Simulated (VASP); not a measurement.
# PbS (Galena) (Fm-3m) in VASP: notebook, part 2 of 2

VASP 6.6.1. The steps go on from the part before.

**3. Vibrations by perturbation theory, PBE**

Input file INCAR:

```
  ALGO = Normal
  EDIFF = 1E-8
  ENCUT = 520
  GGA = PE
  IBRION = 8
  ISIF = 2
  ISMEAR = -1
  LASPH = T
  LCHARG = F
  LREAL = F
  LWAVE = F
  NBANDS = 17
  NELM = 100
  NSW = 1
  PREC = Accurate
  SIGMA = 0.05
```

Input file KPOINTS:

```
k-points
0
Gamma
  6 6 6
```

Input file POSCAR:

```
PbS
1.0
    0.0000000000      2.9657500000      2.9657500000
    2.9657500000      0.0000000000      2.9657500000
    2.9657500000      2.9657500000      0.0000000000
Pb S
1 1
Direct
    0.0000000000      0.0000000000      0.0000000000
    0.5000000000      0.5000000000      0.5000000000
```

Potentials or basis: VASP PAW PBE potentials, release 64 (Pb_d, S).

Started as:

```
cat potpaw_PBE.64/Pb_d/POTCAR potpaw_PBE.64/S/POTCAR > POTCAR
mpirun -np 1 vasp_std > vasp.out
```

OUTCAR:

```text
EDIFF = 1E-8
   ENCUT = 520
   GGA = PE
   IBRION = 8
   ISIF = 2
   ISMEAR = -1
   LASPH = T
   LREAL = F
   NELM = 100
   NSW = 1
   PREC = Accurate

 ion  position               nearest neighbor table
   1  0.000  0.000  0.000-   2 2.97   2 2.97   2 2.97   2 2.97   2 2.97   2 2.97
   2  0.500  0.500  0.500-   1 2.97   1 2.97   1 2.97   1 2.97   1 2.97   1 2.97

  LATTYP: Found a face centered cubic cell.
 ALAT       =     5.9315000000

  Lattice vectors:

 A1 = (   0.0000000000,   2.9657500000,   2.9657500000)
 A2 = (   2.9657500000,   0.0000000000,   2.9657500000)
 A3 = (   2.9657500000,   2.9657500000,   0.0000000000)

Analysis of symmetry for initial positions (statically):
=====================================================================
 Subroutine PRICEL returns:
 Original cell was already a primitive cell.

 Routine SETGRP: Setting up the symmetry group for a
 face centered cubic supercell.

 Subroutine GETGRP returns: Found 48 space group operations
[... 9 lines left out ...]

 Routine SETGRP: Setting up the symmetry group for a
 face centered cubic supercell.

 Subroutine GETGRP returns: Found 48 space group operations
[... 11 lines left out ...]
                                     Primitive cell

  volume of cell :      52.1715

  direct lattice vectors                    reciprocal lattice vectors
     0.000000000  2.965750000  2.965750000    -0.168591419  0.168591419  0.168591419
     2.965750000  0.000000000  2.965750000     0.168591419 -0.168591419  0.168591419
     2.965750000  2.965750000  0.000000000     0.168591419  0.168591419 -0.168591419

  length of vectors
     4.194203873  4.194203873  4.194203873     0.292008903  0.292008903  0.292008903

  position of ions in fractional coordinates (direct lattice)
     0.000000000  0.000000000  0.000000000
     0.500000000  0.500000000  0.500000000

  ion indices of the primitive-cell ions
   primitive index   ion index
                 1           1
                 2           2

----------------------------------------------------------------------------------------

 KPOINTS: k-points

Automatic generation of k-mesh.
 Grid dimensions read from file:
 generate k-points for:    6    6    6

 Generating k-lattice:

  Cartesian coordinates                     Fractional coordinates (reciprocal lattice)
    -0.028098570  0.028098570  0.028098570     0.166666667  0.000000000  0.000000000
     0.028098570 -0.028098570  0.028098570     0.000000000  0.166666667  0.000000000
     0.028098570  0.028098570 -0.028098570     0.000000000  0.000000000  0.166666667

  Length of vectors
     0.048668150  0.048668150  0.048668150

  Shift w.r.t. Gamma in fractional coordinates (k-lattice)
     0.000000000  0.000000000  0.000000000
[... 87 lines left out ...]
  free energy    TOTEN  =        -8.75765927 eV

  energy without entropy =       -8.75722401  energy(sigma->0) =       -8.75744164

 E-fermi :   6.0032     XC(G=0):  -9.6833

 val. band max:        5.8203886046   @ k =   0.5000   0.0000   0.0000
 cond. band min:       6.1860617244   @ k =   0.5000   0.0000   0.0000
 fundamental gap:      0.3656731198
 Fermi energy:         6.0032253255

 k-point     1 :       0.0000    0.0000    0.0000
  band No.  band energies     occupation
      1     -11.0011      2.00000
      2     -11.0011      2.00000
      3     -11.0011      2.00000
      4     -10.9848      2.00000
      5     -10.9848      2.00000
      6      -7.7778      2.00000
[... 299 lines left out ...]
      6      -6.0769      2.00000
[... 9 lines left out ...]
     16      17.6643      0.00000
     17      18.0748      0.00000

------------------------ aborting loop because EDIFF is reached ----------------------------------------

  FORCE on cell =-STRESS in cart. coord.  units (eV):
  Direction    XX          YY          ZZ          XY          YZ          ZX
  --------------------------------------------------------------------------------------
  -------------------------------------------------------------------------------------
  Total        0.6927692      0.6927692      0.6927692     -0.0000000      0.0000000      0.0000000
  in kB       21.2748037     21.2748037     21.2748037     -0.0000000      0.0000000      0.0000000
  external PRESSURE =      21.2748037 kB  Pullay stress =       0.0000000 kB

 VOLUME and BASIS-vectors are now :
 -----------------------------------------------------------------------------
  energy-cutoff  :      520.00
  volume of cell :       52.17
      direct lattice vectors                 reciprocal lattice vectors
     0.000000000  2.965750000  2.965750000    -0.168591419  0.168591419  0.168591419
     2.965750000  0.000000000  2.965750000     0.168591419 -0.168591419  0.168591419
     2.965750000  2.965750000  0.000000000     0.168591419  0.168591419 -0.168591419

 POSITION                                       TOTAL-FORCE (eV/Angst)
 -----------------------------------------------------------------------------------
      0.00000      0.00000      0.00000         0.000000      0.000000      0.000000
      2.96575      2.96575      2.96575        -0.000000     -0.000000     -0.000000
 -----------------------------------------------------------------------------------
    total drift:                                0.000000     -0.000000     -0.000000

  FREE ENERGIE OF THE ION-ELECTRON SYSTEM (eV)
  ---------------------------------------------------
  free  energy   TOTEN  =        -8.7576592706 eV

  energy  without entropy=       -8.7572240119  energy(sigma->0) =       -8.75744164

[... ionic steps 2 to 3 ...]

--------------------------------------- Ionic step        4  -------------------------------------------

------------------------ aborting loop because EDIFF is reached ----------------------------------------

[... ionic steps 5 to 6 ...]

--------------------------------------- Ionic step        7  -------------------------------------------

 Free energy of the ion-electron system (eV)
  ---------------------------------------------------
  ---------------------------------------------------
  free energy    TOTEN  =        -0.10850311 eV

  energy without entropy =       -0.10850311

------------------------ aborting loop because EDIFF is reached ----------------------------------------

 INTERNAL STRAIN TENSOR  FOR ION    2  DIRECTION 1   (eV/Angst):
 -----------------------------------------------------------------------------
    -0.00507  0.00000 -0.00000
    -0.00000  0.00848  0.00000
     0.00000  0.00000  0.00848

 INTERNAL STRAIN TENSOR FOR ION    2 for displacements in x,y,z  (eV/Angst):
          X           Y           Z          XY          YZ          ZX
  --------------------------------------------------------------------------------
  x     0.00000     0.00000     0.00000     0.00000     0.00000     0.00000
  y     0.00000     0.00000     0.00000     0.00000     0.00000     0.00000
  z     0.00000     0.00000     0.00000     0.00000     0.00000     0.00000

 SECOND DERIVATIVES (NOT SYMMETRIZED)
 ------------------------------------
               1X          1Y          1Z          2X          2Y          2Z
  1X    -0.324095    0.000000    0.000000    0.324095    0.000000    0.000000
  1Y     0.000000   -0.324095    0.000000    0.000000    0.324095    0.000000
  1Z     0.000000    0.000000   -0.324095    0.000000    0.000000    0.324095
  2X     0.328401    0.000000    0.000000   -0.328401    0.000000    0.000000
  2Y     0.000000    0.328401    0.000000    0.000000   -0.328401    0.000000
  2Z     0.000000    0.000000    0.328401    0.000000    0.000000   -0.328401

 Eigenvectors and eigenvalues of the dynamical matrix
 ----------------------------------------------------

   1 f  =    1.698616 THz    10.672717 2PiTHz   56.659722 cm-1     7.024907 meV
             X         Y         Z           dx          dy          dz
      0.000000  0.000000  0.000000     0.000000    0.364002    0.000000
      2.965750  2.965750  2.965750     0.000000   -0.931398    0.000000
[... 21 lines left out ...]
   6 f/i=    0.003800 THz     0.023878 2PiTHz    0.126765 cm-1     0.015717 meV
             X         Y         Z           dx          dy          dz
      0.000000  0.000000  0.000000     0.000000    0.000000    0.931398
      2.965750  2.965750  2.965750     0.000000    0.000000    0.364002

--------------------------------------------------------------------------------------------------------

 ELASTIC MODULI CONTR FROM IONIC RELAXATION (kBar)
 Direction    XX          YY          ZZ          XY          YZ          ZX
 --------------------------------------------------------------------------------
 XX           0.0000      0.0000      0.0000      0.0000      0.0000      0.0000
 YY           0.0000      0.0000      0.0000      0.0000      0.0000      0.0000
 ZZ           0.0000      0.0000      0.0000      0.0000      0.0000      0.0000
 XY           0.0000      0.0000      0.0000      0.0000      0.0000      0.0000
 YZ           0.0000      0.0000      0.0000      0.0000      0.0000      0.0000
 ZX           0.0000      0.0000      0.0000      0.0000      0.0000      0.0000
 --------------------------------------------------------------------------------
```

OSZICAR:

```text
N       E                     dE             d eps       ncg     rms          rms(c)
DAV:   1     0.158393927070E+03    0.15839E+03   -0.98111E+03   544   0.123E+03
DAV:   2     0.244406718980E+01   -0.15595E+03   -0.15092E+03   613   0.315E+02
DAV:   3    -0.894460270372E+01   -0.11389E+02   -0.11333E+02   676   0.893E+01
DAV:   4    -0.922994034609E+01   -0.28534E+00   -0.28511E+00   735   0.158E+01
[... 45 lines left out ...]
RMM:  10    -0.108503137409E+00   -0.11195E-06   -0.14169E-09  2059   0.331E-04    0.389E-05
RMM:  11    -0.108503167159E+00   -0.29750E-07   -0.97159E-09  1975   0.196E-04    0.461E-06
RMM:  12    -0.108503100697E+00    0.66461E-07   -0.10778E-08  2038   0.143E-04    0.283E-06
RMM:  13    -0.108503110788E+00   -0.10091E-07    0.33901E-09  1890   0.125E-04    0.104E-06
RMM:  14    -0.108503110425E+00    0.36284E-09    0.83311E-08  1691   0.118E-04    0.574E-07
 Linear response finished
```

stdout:

```text
POSCAR found type information on POSCAR PbS
 POSCAR found :  2 types and       2 ions
 scaLAPACK will be used
 LDA part: xc-table for (Slater+PW92), standard interpolation
 POSCAR, INCAR and KPOINTS ok, starting setup
 FFT: planning ... GRIDC
 FFT: planning ... GRID_SOFT
 FFT: planning ... GRID
 WAVECAR not read
 entering main loop
 Linear response reoptimize wavefunctions to high precision
 Linear response DOF=           2
 Linear response progress:
 first order change of Fermi-energy   0.18213E-04
 force on displaced ion       1 direction 1 :  -0.324   0.000   0.000
 Linear response progress:
 first order change of Fermi-energy   0.80190E-03
 force on displaced ion       2 direction 1 :  -0.328   0.000   0.000
 Linear response finished
```

Run time: 3.2 min. Hardware: 1 thread of Intel Xeon 8259CL, shared host; peak memory 0.25 GiB.

What came out:

```yaml
Highest_phonon_frequency_at_Γ_LO-TO_splitting_left_out: 57 cm⁻¹
```

Phonon frequencies in cm⁻¹ (negative: imaginary):
| q point | frequencies |
| --- | --- |
| (0.000, 0.000, 0.000) | 0 0 0 57 57 57 |

Caveat: the cell wasn't relaxed at this level first, which shifts response properties; spin-orbit coupling is left out, which moves the levels of the heavy elements.

**4. Elastic constants, PBE**

Input file INCAR:

```
SYSTEM = PbS
  ALGO = Normal
  EDIFF = 1E-8
  ENCUT = 600
  GGA = PE
  IBRION = 6
  ISIF = 3
  ISMEAR = -1
  LASPH = .TRUE.
  LCHARG = .TRUE.
  LREAL = .FALSE.
  LWAVE = .FALSE.
  NELM = 80
  NFREE = 2
  NSW = 1
  POTIM = 0.015
  PREC = Accurate
  SIGMA = 0.05
```

Input file KPOINTS:

```
k-points
0
G
  6 6 6
  0 0 0
```

POSCAR is that of step 3.

Started as:

```
cat potpaw_PBE.64/Pb_d/POTCAR potpaw_PBE.64/S/POTCAR > POTCAR
mpirun -np 1 vasp_std > vasp.out
```

Wall time 12 min (1 thread of AMD EPYC 7R43 (Zen 3), shared host); peak memory 0.24 GiB.

It converged, with:

```yaml
Elastic_constants_C11_C12_C44: 148, 16, 19 GPa
Voigt_bulk_modulus: 60 GPa
Highest_phonon_frequency_at_Γ_LO-TO_splitting_left_out: 57 cm⁻¹
```

Phonon frequencies in cm⁻¹ (negative: imaginary):
```csv
q point,frequencies
"(0.000, 0.000, 0.000)",0 0 0 57 57 57
```

Elastic tensor in Voigt notation (GPa, in the Cartesian axes of the cell as first typed):
```
148  16  16   0   0   0
 16 148  16   0   0   0
 16  16 148   0   0   0
  0   0   0  19   0   0
  0   0   0   0  19   0
  0   0   0   0   0  19
```

Clamped-ion elastic tensor (GPa):
```
148  16  16   0   0   0
 16 148  16   0   0   0
 16  16 148   0   0   0
  0   0   0  19   0   0
  0   0   0   0  19   0
  0   0   0   0   0  19
```

Caveat: the cell is under stress, which shifts elastic constants; spin-orbit coupling is left out, which moves the levels of the heavy elements.
